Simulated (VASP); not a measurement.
# C3N (P1) in VASP: further runs, part 2 of 2

VASP 6.6.1.

## (3) Single point, PBE

This run uses another cell than the first one, of 7.57 Å³/atom, 1.077 times its volume.

The input, INCAR:

```
SYSTEM = C3N
PREC = Accurate
ENCUT = 520
EDIFF = 1E-6
ISMEAR = 0
SIGMA = 0.1
LREAL = .FALSE.
LASPH = .TRUE.
NELM = 80
ALGO = Normal
ISIF = 2
LWAVE = .FALSE.
LCHARG = .FALSE.
GGA = PE
NBANDS = 27
```

The input, KPOINTS:

```
Automatic mesh
0
G
  8 6 4
  0 0 0
```

The input, POSCAR:

```
C3N
1.0
    2.5320408504     -0.0142961418     -0.0535839924
    0.0541815836      3.7573921057     -0.1520451812
    0.2101925350      0.3374087296      6.3500829616
C N
6 2
Direct
    0.3581935622      0.7554826932      0.1764983909
    1.0002765152      0.0498348989      0.7239425874
    0.9059520554      0.7544242146      0.8443376878
    0.3851067681      0.4410314602      0.5552866431
    0.3504220906      0.7486356315      0.4027966729
    0.8931762155      0.4409810582      0.7047201862
    0.2463389759      0.0523379027      0.5239929616
    0.8605338171      0.7572721403      0.0684248702
```

Potentials or basis: VASP PAW PBE potentials, release 64 (C, N).

Started as:

```sh
cat potpaw_PBE.64/C/POTCAR potpaw_PBE.64/N/POTCAR > POTCAR
mpirun -np 1 vasp_std > vasp.out
```

OUTCAR:

```text
SYSTEM = C3N
   PREC = Accurate
   ENCUT = 520
   EDIFF = 1E-6
   ISMEAR = 0
   LREAL = .FALSE.
   LASPH = .TRUE.
   NELM = 80
   ISIF = 2
   GGA = PE

 ion  position               nearest neighbor table
   1  0.358  0.755  0.176-   8 1.44   5 1.44   8 1.44
   2  0.000  0.050  0.724-   3 1.36   7 1.41   6 1.50   4 2.06
   3  0.906  0.754  0.844-   2 1.36   8 1.43   6 1.49
   4  0.385  0.441  0.555-   5 1.50   7 1.52   6 1.56   6 1.61   2 2.06
   5  0.350  0.749  0.403-   7 1.41   1 1.44   4 1.50
   6  0.893  0.441  0.705-   3 1.49   2 1.50   4 1.56   4 1.61
   7  0.246  0.052  0.524-   5 1.41   2 1.41   4 1.52
   8  0.861  0.757  0.068-   3 1.43   1 1.44   1 1.44

  LATTYP: Found a triclinic cell.
 ALAT       =     6.3625135891
 B/A-ratio  =     0.5910961769
 C/A-ratio  =     0.3980577932
 COS(alpha) =     0.0096190706
 COS(beta)  =     0.0116128554
 COS(gamma) =     0.0131084631

  Lattice vectors:

 A1 = (  -0.2101925350,  -0.3374087296,  -6.3500829616)
 A2 = (  -0.0541815836,  -3.7573921057,   0.1520451812)
 A3 = (  -2.5320408504,   0.0142961418,   0.0535839924)

[... 185 lines left out ...]

 E-fermi :   7.4517     XC(G=0): -11.2357

 val. band max:        7.4032986935   @ k =  -0.2500   0.3333   0.2500
 cond. band min:       7.4970817344   @ k =   0.1250   0.0000   0.2500
 fundamental gap:      0.0937830409
 Fermi energy:         7.4517451011

 k-point     1 :       0.0000    0.0000    0.0000
  band No.  band energies     occupation
      1     -16.3225      2.00000
      2     -14.7876      2.00000
      3     -11.0363      2.00000
      4      -8.1901      2.00000
      5      -8.0220      2.00000
      6      -5.5137      2.00000
[... 709 lines left out ...]
     26      16.0813      0.00000
     27      16.7032      0.00000

 [... further k-points ...]
[... 5 lines left out ...]
  --------------------------------------------------------------------------------------
  -------------------------------------------------------------------------------------
  Total        0.1115266      0.1171866      0.1688913     -0.0050037     -0.0145863     -0.0334301
  in kB        2.9490670      3.0987336      4.4659455     -0.1323122     -0.3857028     -0.8839842
  external PRESSURE =       3.5045820 kB  Pullay stress =       0.0000000 kB

 VOLUME and BASIS-vectors are now :
 -----------------------------------------------------------------------------
  energy-cutoff  :      520.00
  volume of cell :       60.59
      direct lattice vectors                 reciprocal lattice vectors
     2.532040850 -0.014296142 -0.053583992     0.394633838 -0.006205865 -0.012732932
     0.054181584  3.757392106 -0.152045181     0.001199891  0.265552161 -0.014149709
     0.210192535  0.337408730  6.350082962     0.003358774  0.006305964  0.157032015

 POSITION                                       TOTAL-FORCE (eV/Angst)
 -----------------------------------------------------------------------------------
      0.98499      2.89308      0.98672         0.007017      0.005017      0.002526
      0.15557      0.43151      4.58950        -0.037014      0.002936      0.055524
      2.51226      3.10660      5.19836        -0.002121      0.024279      0.016198
      1.11572      1.83898      3.43842        -0.002227      0.005878     -0.036294
      1.01251      2.94382      2.42519        -0.002939     -0.021893     -0.032476
      2.43358      1.88195      4.36012         0.001341      0.015184      0.034691
      0.73672      0.36993      3.30624         0.037931     -0.023805     -0.039420
      2.23432      2.85615      0.27325        -0.001987     -0.007597     -0.000749
 -----------------------------------------------------------------------------------
    total drift:                                0.000061      0.000332     -0.000141

  FREE ENERGIE OF THE ION-ELECTRON SYSTEM (eV)
  ---------------------------------------------------
  free  energy   TOTEN  =       -64.7016096897 eV

  energy  without entropy=      -64.7002163812  energy(sigma->0) =      -64.70091304
```

OSZICAR:

```text
N       E                     dE             d eps       ncg     rms          rms(c)
DAV:   1     0.120224955120E+03    0.12022E+03   -0.18224E+04  5400   0.121E+03
DAV:   2    -0.589255020358E+02   -0.17915E+03   -0.16987E+03  6694   0.265E+02
DAV:   3    -0.674505772099E+02   -0.85251E+01   -0.84181E+01  7312   0.554E+01
DAV:   4    -0.675651230674E+02   -0.11455E+00   -0.11425E+00  7136   0.680E+00
DAV:   5    -0.675679214603E+02   -0.27984E-02   -0.27964E-02  7159   0.979E-01    0.114E+01
DAV:   6    -0.653011780432E+02    0.22667E+01   -0.24024E+00  6935   0.944E+00    0.653E+00
DAV:   7    -0.646973238639E+02    0.60385E+00   -0.16046E+00  6975   0.723E+00    0.239E+00
DAV:   8    -0.646994771734E+02   -0.21533E-02   -0.10739E-01  7349   0.206E+00    0.987E-01
DAV:   9    -0.647009255855E+02   -0.14484E-02   -0.10473E-02  6567   0.663E-01    0.225E-01
DAV:  10    -0.647013837502E+02   -0.45816E-03   -0.14860E-03  7146   0.249E-01    0.612E-02
DAV:  11    -0.647015131288E+02   -0.12938E-03   -0.16192E-04  6426   0.831E-02    0.335E-02
DAV:  12    -0.647015926034E+02   -0.79475E-04   -0.69898E-05  6256   0.506E-02    0.104E-02
DAV:  13    -0.647016074703E+02   -0.14867E-04   -0.11349E-05  6792   0.220E-02    0.475E-03
DAV:  14    -0.647016095214E+02   -0.20511E-05   -0.26326E-06  5628   0.108E-02    0.145E-03
DAV:  15    -0.647016096897E+02   -0.16828E-06   -0.25817E-07  5378   0.362E-03
   1 F= -.64701610E+02 E0= -.64700913E+02  d E =-.139331E-02
```

stdout:

```text
POSCAR found type information on POSCAR C N
 POSCAR found :  2 types and       8 ions
 scaLAPACK will be used
 LDA part: xc-table for (Slater+PW92), standard interpolation
 POSCAR, INCAR and KPOINTS ok, starting setup
 FFT: planning ... GRIDC
 FFT: planning ... GRID_SOFT
 FFT: planning ... GRID
 WAVECAR not read
 entering main loop
```

Wall time 72 s (1 thread of Intel Xeon 6975P-C (Granite Rapids), shared host); peak memory 0.24 GiB.

Results:

| Item | Value |
| --- | --- |
| Free energy | -64.7016 eV |
| Pressure | 0.4 GPa |
| Largest force | 0.067 eV/Å |
| Band gap on the k mesh | zero (band 17 reaches 8.90 eV, above the bottom of band 18 at 5.66 eV) |

Forces in eV/Å, atoms in the order of the input:
```
C    0.007  0.005  0.003
C   -0.037  0.003  0.056
C   -0.002  0.024  0.016
C   -0.002  0.006 -0.036
C   -0.003 -0.022 -0.032
C    0.001  0.015  0.035
N    0.038 -0.024 -0.039
N   -0.002 -0.008 -0.001
```

Levels at points of the mesh, in eV from the Fermi level:
```csv
k point,band 15,band 16,band 17,band 18,band 19,band 20
"(0.00, 0.00, 0.00)",-3.86,-0.10,0.72,2.12,2.58,3.11
"(0.50, 0.00, 0.00)",-4.50,-3.74,-2.87,-1.51,1.76,3.94
"(0.00, 0.50, 0.00)",-3.09,-1.01,0.38,1.53,2.19,3.04
"(0.50, 0.50, 0.00)",-4.37,-3.93,-2.43,-1.63,0.69,3.62
"(0.00, 0.00, 0.50)",-3.77,-0.21,1.41,1.93,2.56,3.14
"(0.50, 0.00, 0.50)",-4.15,-3.54,-2.55,-1.32,1.29,4.36
"(0.00, 0.50, 0.50)",-3.04,-1.31,1.18,1.48,2.12,3.05
"(0.50, 0.50, 0.50)",-4.15,-3.64,-2.26,-0.99,0.46,3.72
```
